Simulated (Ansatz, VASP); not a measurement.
# Two plane-wave programs on MnGa3

Contents of INCAR:

```
SYSTEM = MnGa3
  ALGO = Normal
  EDIFF = 1E-6
  ENCUT = 520
  GGA = PE
  ISIF = 2
  ISMEAR = 0
  ISPIN = 2
  LASPH = .True.
  LCHARG = .True.
  LELF = .True.
  LMAXMIX = 4
  LORBIT = 11
  LREAL = .False.
  LVHAR = .True.
  LWAVE = .False.
  MAGMOM = 0 0 0 4
  NBANDS = 38
  NELM = 150
  PREC = Accurate
  SIGMA = 0.1
```

Contents of KPOINTS:

```
k-points
0
Gamma
  6 6 6
  0 0 0
```

File POSCAR:

```
MnGa3
1.0
    0.0000000000      3.0581257835      3.0581257835
    3.0581257835      0.0000000000      3.0581257835
    3.0581257835      3.0581257835      0.0000000000
Ga Mn
3 1
Direct
    0.2500000000      0.2500000000      0.2500000000
    0.7500000000      0.7500000000      0.7500000000
    0.5000000000      0.5000000000      0.5000000000
    0.0000000000      0.0000000000      0.0000000000
```

Input for Ansatz:

```yaml
crystal:
  lattice:
    - [0.0, 3.0581257835, 3.0581257835]
    - [3.0581257835, 0.0, 3.0581257835]
    - [3.0581257835, 3.0581257835, 0.0]
  atoms:
    - { symbol: Ga, position: [0.25, 0.25, 0.25] }
    - { symbol: Ga, position: [0.75, 0.75, 0.75] }
    - { symbol: Ga, position: [0.5, 0.5, 0.5] }
    - { symbol: Mn, position: [0.0, 0.0, 0.0], spin: 4.0 }
basis:
  ecutwfc: 420
kpoints:
  mp_grid: { grid: [6, 6, 6] }
hamiltonian:
  xc: pbe
scf:
  occupations: { method: gaussian, width: 0.1 }
  lower_state_search: "off"
output:
  forces: true
  stress: true
  eigenvalues: true
  populations: true
magnetization:
  spin_polarized: true
```

Alike in both runs: task single point; functional PBE; k mesh 6 × 6 × 6; occupations gaussian, width 0.1 eV; collinear spin.

|  | VASP | Ansatz |
| --- | --- | --- |
| version | VASP 6.6.1 | Ansatz 0.2.0 |
| potentials or method | VASP PAW PBE potentials, release 64 (Ga_d, Mn_pv), cutoff 520 eV | scalar-relativistic, plane waves, PAW |
| valence electrons in the cell | 52 | 54 |

Ansatz gave:

* gap on the k mesh at the Fermi level (eV): none
* pressure (GPa): 14.0
* net moment per atom (μB): 0.76
* size of the moment on the site where the two differ most (μB): 2.90

Q: Estimate VASP's values.

A: gap on the k mesh at the Fermi level (eV): none; pressure (GPa): 14.2; net moment per atom (μB): 0.76; size of the moment on the site where the two differ most (μB): 2.92.

Site moments also hang on the region over which each program counts them. A gap of «none» marks a metal or a gap that the smearing closes. With one functional, cell and mesh, what is left measures potentials, basis and numerics. VASP's potentials hold 52 valence electrons a cell and Ansatz's 54, so a difference there can come from the potentials and not from the codes.
